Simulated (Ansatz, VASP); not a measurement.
# BaTiO3: VASP beside Ansatz

The input INCAR:

```
PREC     = Accurate       # precision mode
ENCUT    = 520            # plane-wave cutoff, eV
EDIFF    = 1E-6           # SCF threshold, eV
ISMEAR   = -1             # smearing method
SIGMA    = 0.02           # smearing width, eV
LREAL    = False          # projectors in reciprocal space
LASPH    = True           # aspherical terms in the spheres
NELM     = 60             # most SCF steps
ALGO     = Normal         # electronic algorithm
ISIF     = 2              # what is computed and relaxed
LWAVE    = False          # write WAVECAR
LCHARG   = False          # write CHGCAR
GGA      = PE             # functional
NBANDS   = 28             # bands
```

The input KPOINTS:

```
regular mesh
0
Gamma
  6 6 6
```

File POSCAR:

```
BaTiO3
1.0
    3.8343326596      0.0000000000      0.0000000000
    0.0000000000      3.8343326596      0.0000000000
    0.0000000000      0.0000000000      4.1229850228
Ba Ti O
1 1 3
Direct
    0.0000000000      0.0000000000      0.0000000000
    0.5000000000      0.5000000000      0.5000000000
    0.5000000000      0.5000000000      0.0000000000
    0.5000000000      0.0000000000      0.5000000000
    0.0000000000      0.5000000000      0.5000000000
```

Input for Ansatz:

```yaml
crystal:
  lattice:
    - [3.8343326596, 0.0, 0.0]
    - [0.0, 3.8343326596, 0.0]
    - [0.0, 0.0, 4.1229850228]
  atoms:
    - { symbol: Ba, position: [0.0, 0.0, 0.0] }
    - { symbol: Ti, position: [0.5, 0.5, 0.5] }
    - { symbol: O, position: [0.5, 0.5, 0.0] }
    - { symbol: O, position: [0.5, 0.0, 0.5] }
    - { symbol: O, position: [0.0, 0.5, 0.5] }
kpoints:
  mp_grid: { grid: [6, 6, 6] }
  band_path:
    path: [[0.0, 0.0, 0.0], [0.0, 0.5, 0.0], [0.5, 0.5, 0.0], [0.5, 0.5, 0.5]]
    npoints: 1
hamiltonian:
  xc: pbe
scf:
  occupations: { method: fermi_dirac, width: 0.02 }
  n_extra_bands: 5
output:
  forces: true
  stress: true
  eigenvalues: true
  write_density: true
  write_potential: true
  elf: true
  volumetric_format: npy
```

Change from the starting cell: epitaxial_xy strain -4.0%.

Alike in both runs: task single point; functional PBE; k mesh 6 × 6 × 6; occupations fermi-dirac, width 0.02 eV; no spin polarisation.

|  | VASP | Ansatz |
| --- | --- | --- |
| version | VASP 6.6.1 | Ansatz 0.2.0 |
| potentials or method | VASP PAW PBE potentials, release 64 (Ba_sv, Ti_sv, O) | plane waves, PAW |
| plane-wave cutoff (eV) | 520 | 420 |
| valence electrons in the cell | 40 | 40 |

Ansatz gave:

- gap on the k mesh at the Fermi level (eV): 1.76
- pressure (GPa): 14.5
- traceless stress, the component that is largest in VASP (GPa): -11.22

Task: What did VASP give for the same quantities?

Result: gap on the k mesh at the Fermi level (eV): 1.70; pressure (GPa): 16.8; traceless stress, the component that is largest in VASP (GPa): -11.64.

Neither program's run includes spin-orbit coupling.
